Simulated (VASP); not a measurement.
# Ag in VASP: single point with r2SCAN

Aim: the single point of Ag with r2SCAN.

Program: VASP 6.6.1. These are calculated values, not measurements. Logs are shortened: lines on timing, memory, paths and dates and some standing lists are left out, and cuts for length are marked.

## 1. The cell of the first run

The cell holds a disordered packing, 2 atoms: a = 3.454 Å, b = 3.916 Å, c = 2.878 Å, α = 82.23°, β = 86.78°, γ = 89.63°.

## 2. Single point, r2SCAN

Contents of POSCAR:

```
Ag
1.0
    3.4431740000      0.2671560000     -0.0419100000
   -0.2691800000      3.8758530000      0.4868390000
    0.1937190000      0.0456810000      2.8708000000
Ag
2
Direct
    0.6931950000      0.9537240000      0.4852740000
    0.1233340000      0.4163900000      0.8790380000
```

Contents of INCAR.step1:

```
PREC = Accurate ; ENCUT = 520
ISMEAR = -1 ; SIGMA = 0.1
LREAL = False ; LASPH = True
NELM = 80 ; NBANDS = 18
GGA = PE ; ALGO = Normal
EDIFF = 1E-4 ; LWAVE = True
LCHARG = False
```

Contents of INCAR.step2:

```
PREC = Accurate ; ENCUT = 520
EDIFF = 1E-6 ; ISMEAR = -1
SIGMA = 0.1 ; LREAL = False
LASPH = True ; NELM = 80
ALGO = Normal ; ISIF = 2
LWAVE = False ; LCHARG = True
METAGGA = R2SCAN ; LMIXTAU = True
LELF = True ; LVHAR = True
NBANDS = 18 ; ISTART = 1
```

Contents of KPOINTS:

```
Automatic mesh
0
Gamma
  5 5 6
  0.5 0.5 0
```

Potentials or basis: VASP PAW PBE potentials, release 64 (Ag).

The run is started by

```
cat potpaw_PBE.64/Ag/POTCAR > POTCAR
cp INCAR.step1 INCAR
mpirun -np 1 vasp_std > vasp.out
cp INCAR.step2 INCAR
mpirun -np 1 vasp_std > vasp.out
```

OUTCAR:

```text
PREC = Accurate
   ENCUT = 520
   EDIFF = 1E-6
   ISMEAR = -1
   LREAL = False
   LASPH = True
   NELM = 80
   ISIF = 2
   METAGGA = R2SCAN
   ISTART = 1

 ion  position               nearest neighbor table
   1  0.693  0.954  0.485-   2 2.72   2 2.72   2 2.75   2 2.95   2 2.96   2 3.11   2 3.22   2 3.57

   2  0.123  0.416  0.879-   1 2.72   1 2.72   1 2.75   1 2.95   1 2.96   1 3.11   1 3.22   1 3.57

  LATTYP: Found a triclinic cell.
 ALAT       =     2.8776911656
 B/A-ratio  =     1.3606645365
 C/A-ratio  =     1.2001903122
 COS(alpha) =     0.0065234809
 COS(beta)  =     0.0562332592
 COS(gamma) =     0.1351216652

  Lattice vectors:

 A1 = (  -0.1937190000,  -0.0456810000,  -2.8708000000)
 A2 = (   0.2691800000,  -3.8758530000,  -0.4868390000)
 A3 = (  -3.4431740000,  -0.2671560000,   0.0419100000)

Analysis of symmetry for initial positions (statically):
=====================================================================
 Subroutine PRICEL returns:
 Original cell was already a primitive cell.

 Routine SETGRP: Setting up the symmetry group for a
 triclinic supercell.

 Subroutine GETGRP returns: Found  2 space group operations
 (whereof  1 operations were pure point group operations)
 out of a pool of  2 trial point group operations.

The static configuration has the point symmetry C_1 .
 The point group associated with its full space group is S_2 .

Analysis of symmetry for dynamics (positions and initial velocities):
=====================================================================
 Subroutine PRICEL returns:
 Original cell was already a primitive cell.

 Routine SETGRP: Setting up the symmetry group for a
 triclinic supercell.

 Subroutine GETGRP returns: Found  2 space group operations
 (whereof  1 operations were pure point group operations)
 out of a pool of  2 trial point group operations.

The dynamic configuration has the point symmetry C_1 .
 The point group associated with its full space group is S_2 .

 Subroutine INISYM returns: Found  2 space group operations
 (whereof  1 operations are pure point group operations),
 and found     1 'primitive' translations

----------------------------------------------------------------------------------------

                                     Primitive cell

  volume of cell :      38.4986

  direct lattice vectors                    reciprocal lattice vectors
     3.443174000  0.267156000 -0.041910000     0.288440932  0.022522193 -0.019822114
    -0.269180000  3.875853000  0.486839000    -0.019971293  0.256965029 -0.002741257
     0.193719000  0.045681000  2.870800000     0.007597660 -0.043248116  0.348510452

  length of vectors
     3.453777059  3.915572316  2.877691166     0.289997132  0.257754521  0.351265796

  position of ions in fractional coordinates (direct lattice)
     0.693195000  0.953724000  0.485274000
     0.123334000  0.416390000  0.879038000

  ion indices of the primitive-cell ions
   primitive index   ion index
                 1           1
                 2           2

----------------------------------------------------------------------------------------

 KPOINTS: Automatic mesh

Automatic generation of k-mesh.
 Grid dimensions read from file:
 generate k-points for:    5    5    6

 Generating k-lattice:

  Cartesian coordinates                     Fractional coordinates (reciprocal lattice)
     0.057688186  0.004504439 -0.003964423     0.200000000  0.000000000  0.000000000
    -0.003994259  0.051393006 -0.000548251    -0.000000000  0.200000000  0.000000000
     0.001266277 -0.007208019  0.058085075     0.000000000 -0.000000000  0.166666667

  Length of vectors
     0.057999426  0.051550904  0.058544299

  Shift w.r.t. Gamma in fractional coordinates (k-lattice)
     0.500000000  0.500000000  0.000000000

 Subroutine IBZKPT returns following result:
 ===========================================

 Found     76 irreducible k-points:

 Following reciprocal coordinates:
            Coordinates               Weight
  0.100000  0.100000 -0.000000      2.000000
  0.300000  0.100000 -0.000000      2.000000
  0.500000  0.100000  0.000000      2.000000
 -0.300000  0.100000  0.000000      2.000000
 -0.100000  0.100000  0.000000      2.000000
  0.100000  0.300000 -0.000000      2.000000
[... 16 lines left out ...]
 -0.100000  0.300000  0.166667      2.000000
  0.100000  0.500000  0.166667      2.000000
 [... further k-points ...]
   k-points           NKPTS =     76   k-points in BZ     NKDIM =     76   number of bands    NBANDS=     18
   number of dos      NEDOS =    301   number of ions     NIONS =      2
   total plane-waves  NPLWV =  20160
   dimension x,y,z NGX =    28 NGY =   30 NGZ =   24
   dimension x,y,z NGXF=    56 NGYF=   60 NGZF=   48
   ions per type =               2
   NGX,Y,Z   is equivalent  to a cutoff of  13.48, 12.74, 13.86 a.u.
   NGXF,Y,Z  is equivalent  to a cutoff of  26.96, 25.47, 27.73 a.u.
 SYSTEM =  unknown system
   PREC   = accura    normal or accurate (medium, high low for compatibility)
   ISTART =      1    job   : 0-new  1-cont  2-samecut
   ICHARG =      0    charge: 1-file 2-atom 10-const
   ISPIN  =      1    spin polarized calculation?
   LNONCOLLINEAR =      F non collinear calculations
   LSORBIT =      F    spin-orbit coupling
   LASPH  =      T    aspherical Exc in radial PAW
   ENCUT  =  520.0 eV  38.22 Ry    6.18 a.u.   6.42  7.28  5.35*2*pi/ulx,y,z
   NELM   =     80;   NELMIN=  2; NELMDL=  0     # of ELM steps
   EDIFF  = 0.1E-05   stopping-criterion for ELM
   LREAL  =      F    real-space projection
   EDIFFG = 0.1E-04   stopping-criterion for IOM
   NSW    =      0    number of steps for IOM
   IBRION =     -1    ionic relax: 0-MD 1-quasi-New 2-CG
   NFREE  =      0    steps in history (QN), initial steepest desc. (CG)
   ISIF   =      2    stress and relaxation
   ISYM   =      2    0-nonsym 1-usesym 2-fastsym
   POTIM  = 0.5000    time-step for ionic-motion
   TEBEG  =    0.0;   TEEND  =   0.0 temperature during run
   PSTRESS=    0.0 pullay stress
   NELECT =      22.0000    total number of electrons
   NUPDOWN=      -1.0000    fix difference up-down
   EMIN   =  10.00;   EMAX   =-10.00  energy-range for DOS
   EFERMI =   0.00;   METHOD = LEGACY
   ISMEAR =    -1;   SIGMA  =   0.10  broadening in eV -4-tet -1-fermi 0-gaus
   EFERMI_NEDOS =   21; number of points for ismear=-14 and -15
   IALGO  =     38    algorithm
   IMIX   =      4    mixing-type and parameters
     AMIX     =   0.40;   BMIX     =  1.00
     AMIX_MAG =   1.60;   BMIX_MAG =  1.00
  volume/ion in A,a.u.               =      19.25       129.90
  Fermi-wavevector in a.u.,A,eV,Ry     =   1.358525  2.567240 25.110772  1.845590
  Thomas-Fermi vector in A             =   2.485351
   LORBIT       =      0    0 simple, 1 ext, 2 COOP (PROOUT), +10 PAW based schemes
   METAGGA = R2SCAN    functional components
   LHFCALC =     F    Hartree Fock is set to
   AEXX    =    0.0000 exact exchange contribution
   IVDW    =     0    specifies the selected vdW correction
   LEPSILON=     F    determine dielectric tensor
   LRPA    =     F    only Hartree local field effects (RPA)
 non-spin polarized calculation
  energy-cutoff  :      520.00
  volume of cell :       38.50
 maximum number of plane-waves:      1048
 NGX is ok and might be reduce to    28
   NGX = 13   NGY = 15   NGZ = 11

 number of electron      22.0000006 magnetization

 Free energy of the ion-electron system (eV)
  ---------------------------------------------------
  ext. energy  EPLUGINS =         0.00000000
  ---------------------------------------------------
  free energy    TOTEN  =       -42.35624337 eV

  energy without entropy =      -42.33533186  energy(sigma->0) =      -42.34578762

 E-fermi :   6.9616     XC(G=0): -12.0981

 val. band max:        6.9529356086   @ k =   0.1000  -0.3000   0.1667
 cond. band min:       7.0425090778   @ k =  -0.1000  -0.3000   0.1667
 fundamental gap:      0.0895734692
 Fermi energy:         6.9616325567

 k-point     1 :       0.1000    0.1000   -0.0000
  band No.  band energies     occupation
      1       0.0408      2.00000
      2       0.7439      2.00000
      3       0.9290      2.00000
      4       1.4696      2.00000
      5       1.9242      2.00000
      6       2.4569      2.00000
[... 10 lines left out ...]
     17      21.9038      0.00000
     18      23.4106      0.00000

 k-point     2 :       0.3000    0.1000   -0.0000
  band No.  band energies     occupation
      1       0.7553      2.00000
      2       0.9564      2.00000
      3       1.4440      2.00000
      4       1.6165      2.00000
      5       2.0812      2.00000
      6       2.3640      2.00000
[... 10 lines left out ...]
     17      21.6269      0.00000
     18      24.1270      0.00000

 k-point     3 :       0.5000    0.1000    0.0000
  band No.  band energies     occupation
      1       0.9340      2.00000
      2       1.1568      2.00000
      3       1.7032      2.00000
      4       1.9696      2.00000
      5       2.2185      2.00000
      6       2.2729      2.00000
[... 10 lines left out ...]
     17      22.2202      0.00000
     18      24.3973      0.00000

 k-point     4 :      -0.3000    0.1000    0.0000
  band No.  band energies     occupation
      1       0.7729      2.00000
      2       0.8894      2.00000
      3       1.3568      2.00000
      4       1.8255      2.00000
      5       1.9251      2.00000
      6       2.3794      2.00000
[... 375 lines left out ...]
      4       1.9203      2.00000
      5       1.9883      2.00000
      6       2.1937      2.00000
[... 10 lines left out ...]
     17      21.3888      0.00000
     18      24.6580      0.00000

 k-point    23 :      -0.1000    0.3000    0.1667
  band No.  band energies     occupation
      1       0.9685      2.00000
      2       1.2412      2.00000
      3       1.3209      2.00000
      4       1.6084      2.00000
      5       1.9188      2.00000
      6       2.3962      2.00000
[... 10 lines left out ...]
     17      20.6171      0.00000
     18      20.9208      0.00000

 k-point    24 :       0.1000    0.5000    0.1667
  band No.  band energies     occupation
      1       1.2142      2.00000
      2       1.4461      2.00000
      3       1.6721      2.00000
      4       1.7790      2.00000
      5       2.0569      2.00000
      6       2.1607      2.00000
[... 10 lines left out ...]
     17      21.6579      0.00000
     18      21.9463      0.00000

 [... further k-points ...]
[... 5 lines left out ...]
  --------------------------------------------------------------------------------------
  -------------------------------------------------------------------------------------
  Total       -1.0675031     -0.0785406     -0.8384956      0.2784789     -0.5898827      0.2259814
  in kB      -44.4258023     -3.2685879    -34.8952983     11.5893334    -24.5488877      9.4045657
  external PRESSURE =     -27.5298962 kB  Pullay stress =       0.0000000 kB

 VOLUME and BASIS-vectors are now :
 -----------------------------------------------------------------------------
  energy-cutoff  :      520.00
  volume of cell :       38.50
      direct lattice vectors                 reciprocal lattice vectors
     3.443174000  0.267156000 -0.041910000     0.288440932  0.022522193 -0.019822114
    -0.269180000  3.875853000  0.486839000    -0.019971293  0.256965029 -0.002741257
     0.193719000  0.045681000  2.870800000     0.007597660 -0.043248116  0.348510452

 POSITION                                       TOTAL-FORCE (eV/Angst)
 -----------------------------------------------------------------------------------
      2.22407      3.90385      1.82838        -0.646426     -0.349609     -0.161802
      0.48286      1.68697      2.72109         0.646426      0.349609      0.161802
 -----------------------------------------------------------------------------------
    total drift:                                0.000003     -0.000021      0.000028

  FREE ENERGIE OF THE ION-ELECTRON SYSTEM (eV)
  ---------------------------------------------------
  free  energy   TOTEN  =       -42.3562433747 eV

  energy  without entropy=      -42.3353318593  energy(sigma->0) =      -42.34578762
```

Wall time 3.4 min (1 thread of Intel Xeon 8259CL, shared host); peak memory 0.19 GiB.

Results:

```yaml
Free_energy: -42.3562 eV
Pressure: -2.8 GPa
Largest_force: 0.753 eV/Å
Band_gap_on_the_k_mesh: zero (bands 11 and 12 overlap by 6.14 eV)
```

Forces on the atoms (eV/Å):
```
Ag  -0.646 -0.350 -0.162
Ag   0.646  0.350  0.162
```

Stress tensor (GPa, compression positive):
```
-4.44  1.16  0.94
 1.16 -0.33 -2.45
 0.94 -2.45 -3.49
```

Levels at points of the mesh, in eV from the Fermi level:
```csv
k point,band 9,band 10,band 11,band 12,band 13,band 14
"(0.50, 0.50, 0.00)",-3.38,-3.27,-0.55,-0.52,2.08,2.24
"(0.50, 0.50, 0.50)",-3.34,-3.28,3.30,4.85,5.69,5.96
```

Caveat: the k points lie up to 0.37 Å⁻¹ apart, too coarse for converged energies and pressures of a metal; the PAW data sets were made with another functional, which shifts forces and pressure a little.
